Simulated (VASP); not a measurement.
# Na (I4/mmm) in VASP: settings compared, part 2 of 2

VASP 6.6.1. The steps go on from the part before.

**3. Relaxation of cell and atoms, PBEsol+D3(BJ)**

Contents of INCAR:

```
SYSTEM = Na
ALGO = Fast ; EDIFF = 1E-6
EDIFFG = -0.01 ; ENCUT = 600
GGA = PS ; IBRION = 2
ISIF = 3 ; ISMEAR = -1
IVDW = 12 ; LASPH = .True.
LCHARG = .False. ; LREAL = .False.
LWAVE = .False. ; NELM = 60
NSW = 60 ; PREC = Accurate
SIGMA = 0.05
```

Contents of KPOINTS:

```
k-points
0
Gamma
  10 10 10
  0 0 0
```

Contents of POSCAR:

```
Na
1.0
   -1.8882910800      1.8882910800      2.6372766800
    1.8882910800     -1.8882910800      2.6372766800
    1.8882910800      1.8882910800     -2.6372766800
Na
1
Direct
    0.0000000000      0.0000000000      0.0000000000
```

Potentials or basis: VASP PAW PBE potentials, release 64 (Na_pv).

Launch:

```console
$ cat potpaw_PBE.64/Na_pv/POTCAR > POTCAR
$ mpirun -np 1 vasp_std > vasp.out
```

OUTCAR:

```text
SYSTEM = Na
   EDIFF = 1E-6
   EDIFFG = -0.01
   ENCUT = 600
   GGA = PS
   IBRION = 2
   ISIF = 3
   ISMEAR = -1
   IVDW = 12
   LASPH = .True.
   LREAL = .False.
   NELM = 60
   NSW = 60
   PREC = Accurate
 IVDW          = 12

 ion  position               nearest neighbor table
   1  0.000  0.000  0.000-

  LATTYP: Found a body centered tetragonal cell.
 ALAT       =     3.7765821600
 C/A-ratio  =     1.3966473220

  Lattice vectors:

 A1 = (  -1.8882910800,   1.8882910800,   2.6372766800)
 A2 = (   1.8882910800,  -1.8882910800,   2.6372766800)
 A3 = (   1.8882910800,   1.8882910800,  -2.6372766800)

Analysis of symmetry for initial positions (statically):
=====================================================================
 Subroutine PRICEL returns:
 Original cell was already a primitive cell.

 Routine SETGRP: Setting up the symmetry group for a
 body centered tetragonal supercell.

[... 362 lines left out ...]

 number of electron       6.9999999 magnetization

 Free energy of the ion-electron system (eV)
  ---------------------------------------------------
  ext. energy  EPLUGINS =         0.00000000
  ---------------------------------------------------
  free energy    TOTEN  =        -1.39249906 eV

  energy without entropy =       -1.38879600  energy(sigma->0) =       -1.39064753

 E-fermi :   0.6039     XC(G=0):  -6.8422

 val. band max:        0.5263884651   @ k =  -0.2000  -0.4000   0.1000
 cond. band min:       0.6110980096   @ k =   0.4000   0.1000   0.0000
 fundamental gap:      0.0847095445
 Fermi energy:         0.6039470411

 k-point     1 :       0.0000    0.0000    0.0000
  band No.  band energies     occupation
      1     -24.0078      2.00000
      2     -24.0078      2.00000
      3     -24.0078      2.00000
      4      -2.8688      2.00000
      5      12.5165      0.00000
      6      12.5165      0.00000
      7      12.7262      0.00000
[... 221 lines left out ...]
 k-point    24 :       0.4000    0.3000    0.0000
  band No.  band energies     occupation
      1     -24.0503      2.00000
      2     -24.0390      2.00000
      3     -24.0201      2.00000
      4       2.4676      0.00000
      5       3.0719      0.00000
      6       5.0331      0.00000
      7       9.4955      0.00000

 [... further k-points ...]

------------------------ aborting loop because EDIFF is reached ----------------------------------------

 Edisp (eV)   -0.17599

 E8    (eV) :    -0.1246
[... 24 lines left out ...]
  FREE ENERGIE OF THE ION-ELECTRON SYSTEM (eV)
  ---------------------------------------------------
  free  energy   TOTEN  =        -1.5684883552 eV

  energy  without entropy=       -1.5647852917  energy(sigma->0) =       -1.56663682

 reached required accuracy - stopping structural energy minimisation
```

OSZICAR:

```text
N       E                     dE             d eps       ncg     rms          rms(c)
DAV:   1     0.228973786066E+02    0.22897E+02   -0.41194E+03  1428   0.919E+02
DAV:   2    -0.926833492685E+00   -0.23824E+02   -0.23819E+02  1505   0.146E+02
[... 114 lines left out ...]
  13 F= -.15684280E+01 E0= -.15665533E+01  d E =-.380530E-03
       N       E                     dE             d eps       ncg     rms          rms(c)
DAV:   1    -0.139291046381E+01   -0.10161E-02   -0.16548E-02  1575   0.262E+00    0.148E-01
RMM:   2    -0.139261506390E+01    0.29540E-03   -0.26616E-04  1479   0.328E-01    0.792E-02
RMM:   3    -0.139250319351E+01    0.11187E-03   -0.12228E-04  1472   0.223E-01    0.106E-02
RMM:   4    -0.139249857298E+01    0.46205E-05   -0.15180E-05  1458   0.826E-02    0.770E-04
RMM:   5    -0.139249905981E+01   -0.48683E-06   -0.49770E-06  1400   0.420E-02
  14 F= -.15684884E+01 E0= -.15666368E+01  d E =-.603078E-04
```

CONTCAR:

```text
Na
   1.00000000000000
    -1.8294071193852961    1.8294071193852961    2.4428876054287678
     1.8294071193852961   -1.8294071193852961    2.4428876054287678
     1.8294071193852961    1.8294071193852961   -2.4428876054287678
  Na
     1
Direct
     1.0000000000000000    0.0000000000000000    0.0000000000000000

  0.00000000E+00  0.00000000E+00  0.00000000E+00
```

Wall time 3.9 min (1 thread of Intel Xeon 6975P-C (Granite Rapids), shared host); peak memory 0.19 GiB.

Results:

```yaml
Free_energy: -1.5685 eV
Relaxed_volume: 32.70 Å³/atom
Relaxed_cell: a = 3.558 Å, b = 3.558 Å, c = 3.558 Å, α = 118.12°, β = 118.12°, γ = 93.29°
Space_group_after_relaxing_to_0.05_Å: I4/mmm (No. 139)
Energy_gained_by_relaxing: 15.4 meV/atom
Ionic_steps: 14
Pressure_after_relaxing: 0.0 GPa
Dispersion_energy_per_atom: -0.176 eV
```

Step by step:
| step | energy change (eV) | largest force (eV/Å) | pressure (GPa) | volume (Å³) |
| --- | --- | --- | --- | --- |
| 1 | 0.0000 | 0.0000 | -0.81 | 37.61 |
| 2 | -0.0055 | 0.0000 | -0.86 | 36.59 |
| 3 | -0.0128 | 0.0000 | -0.37 | 34.64 |
| 4 | -0.0109 | 0.0000 | 0.66 | 30.95 |
| 5 | -0.0149 | 0.0000 | -0.10 | 33.20 |
| 6 | -0.0149 | 0.0000 | 0.06 | 32.76 |
| 7 | -0.0149 | 0.0000 | -0.07 | 32.92 |
| 8 | -0.0149 | 0.0000 | 0.00 | 32.91 |
| 9 | -0.0150 | 0.0000 | 0.01 | 32.88 |
| 10 | -0.0151 | 0.0000 | 0.03 | 32.81 |
| 11 | -0.0153 | 0.0000 | 0.04 | 32.68 |
| 12 | -0.0149 | 0.0000 | 0.19 | 32.38 |
| 13 | -0.0153 | 0.0000 | 0.08 | 32.61 |
| 14 | -0.0154 | 0.0000 | 0.02 | 32.70 |

Final structure:
```
Na
1.0
    -1.82941    1.82941    2.44289
     1.82941   -1.82941    2.44289
     1.82941    1.82941   -2.44289
Na
1
Cartesian
  -1.8294 1.8294 2.4429
```

Caveat: the PAW data sets were made with another functional, which shifts forces and pressure a little; pairwise dispersion overbinds metals, which lowers pressure and volume.

**4. Single point, PBE (volume scaled by 0.94)**

Contents of INCAR:

```
SYSTEM = Na
ALGO = Normal
EDIFF = 1E-7
ENCUT = 520
GGA = PE
ISIF = 2
ISMEAR = -1
LASPH = .True.
LCHARG = .False.
LREAL = .False.
LWAVE = .False.
NBANDS = 10
NELM = 80
PREC = Accurate
SIGMA = 0.05
```

KPOINTS is that of step 3.

Contents of POSCAR:

```
Na
1.0
   -1.8497437112      1.8497437112      2.5834396006
    1.8497437112     -1.8497437112      2.5834396006
    1.8497437112      1.8497437112     -2.5834396006
Na
1
Direct
    0.0000000000      0.0000000000      0.0000000000
```

Potentials or basis: VASP PAW PBE potentials, release 64 (Na_pv).

Launch:

```console
$ cat potpaw_PBE.64/Na_pv/POTCAR > POTCAR
$ mpirun -np 1 vasp_std > vasp.out
```

OUTCAR:

```text
SYSTEM = Na
   EDIFF = 1E-7
   ENCUT = 520
   GGA = PE
   ISIF = 2
   ISMEAR = -1
   LASPH = .True.
   LREAL = .False.
   NELM = 80
   PREC = Accurate

 ion  position               nearest neighbor table
   1  0.000  0.000  0.000-

  LATTYP: Found a body centered tetragonal cell.
 ALAT       =     3.6994874224
 C/A-ratio  =     1.3966473220

  Lattice vectors:

 A1 = (  -1.8497437112,   1.8497437112,   2.5834396006)
 A2 = (   1.8497437112,  -1.8497437112,   2.5834396006)
 A3 = (   1.8497437112,   1.8497437112,  -2.5834396006)

[... 481 lines left out ...]
      3     -24.4042      2.00000
      4       2.2371      0.00000
      5       2.7237      0.00000
      6       4.7404      0.00000
      7       8.7715      0.00000
      8       9.4800      0.00000
      9      15.3818      0.00000
     10      16.5419      0.00000

 [... further k-points ...]
[... 5 lines left out ...]
  --------------------------------------------------------------------------------------
  -------------------------------------------------------------------------------------
  Total        0.0841601      0.0841601      0.0715745      0.0000000      0.0000000      0.0000000
  in kB        3.8136004      3.8136004      3.2433005      0.0000000      0.0000000      0.0000000
  external PRESSURE =       3.6235005 kB  Pullay stress =       0.0000000 kB

 VOLUME and BASIS-vectors are now :
 -----------------------------------------------------------------------------
  energy-cutoff  :      520.00
  volume of cell :       35.36
      direct lattice vectors                 reciprocal lattice vectors
    -1.849743711  1.849743711  2.583439601     0.000000000  0.270307717  0.193540426
     1.849743711 -1.849743711  2.583439601     0.270307717  0.000000000  0.193540426
     1.849743711  1.849743711 -2.583439601     0.270307717  0.270307717  0.000000000

 POSITION                                       TOTAL-FORCE (eV/Angst)
 -----------------------------------------------------------------------------------
      0.00000      0.00000      0.00000        -0.000000     -0.000000      0.000000
 -----------------------------------------------------------------------------------
    total drift:                               -0.000000     -0.000000     -0.000000

  FREE ENERGIE OF THE ION-ELECTRON SYSTEM (eV)
  ---------------------------------------------------
  free  energy   TOTEN  =        -1.3117309376 eV

  energy  without entropy=       -1.3063821598  energy(sigma->0) =       -1.30905655
```

OSZICAR:

```text
N       E                     dE             d eps       ncg     rms          rms(c)
DAV:   1     0.307719127752E+02    0.30772E+02   -0.37913E+03  2048   0.589E+02
DAV:   2    -0.598979636325E+00   -0.31371E+02   -0.31181E+02  2090   0.160E+02
DAV:   3    -0.130723219122E+01   -0.70825E+00   -0.70752E+00  2472   0.253E+01
DAV:   4    -0.131260345344E+01   -0.53713E-02   -0.53708E-02  2386   0.215E+00
DAV:   5    -0.131267942905E+01   -0.75976E-04   -0.75974E-04  2346   0.259E-01    0.207E-01
DAV:   6    -0.131213741213E+01    0.54202E-03   -0.46823E-04  2344   0.259E-01    0.138E-01
DAV:   7    -0.131173739582E+01    0.40002E-03   -0.95238E-04  2332   0.311E-01    0.160E-02
DAV:   8    -0.131173084185E+01    0.65540E-05   -0.42853E-05  2516   0.109E-01    0.240E-03
DAV:   9    -0.131173093758E+01   -0.95730E-07   -0.21239E-07  2320   0.421E-03
   1 F= -.13117309E+01 E0= -.13090565E+01  d E =-.534878E-02
```

Wall time 16 s (1 thread of Intel Xeon Platinum 8259CL at 2.50GHz (Skylake/Cascade Lake), shared host); peak memory 0.16 GiB.

What came out:

```yaml
Free_energy: -1.3117 eV
Pressure: 0.4 GPa
```

Caveat: the cell differs from its parent crystal (volume scaled by 0.94).

**5. Overview**

```csv
task,level,cell,cutoff (eV),gap on the mesh (eV),pressure (GPa)
single point,PBEsol+D3(BJ),"a = 3.753 Å, angles 119.6, 119.6, 90.7°, 1 atom",520,none,-0.9
relaxation of cell and atoms,PBEsol+D3(BJ),"relaxed from a = 3.753 Å, angles 119.6, 119.6, 90.7°, 1 atom",600,none,0.0
single point,PBE,"a = 3.677 Å, angles 119.6, 119.6, 90.7°, 1 atom",520,none,0.4
```

Alike in all rows: potentials or basis VASP PAW PBE potentials, release 64 (Na_pv); no spin polarisation; k mesh 10 × 10 × 10; smearing fermi-dirac 0.05 eV.

Caveats: the PAW data sets were made with another functional, which shifts forces and pressure a little (some runs); pairwise dispersion overbinds metals, which lowers pressure and volume (some runs); three body term missing (some runs).

Total energies depend on the potentials used, so only differences within one code and one set of settings carry meaning.
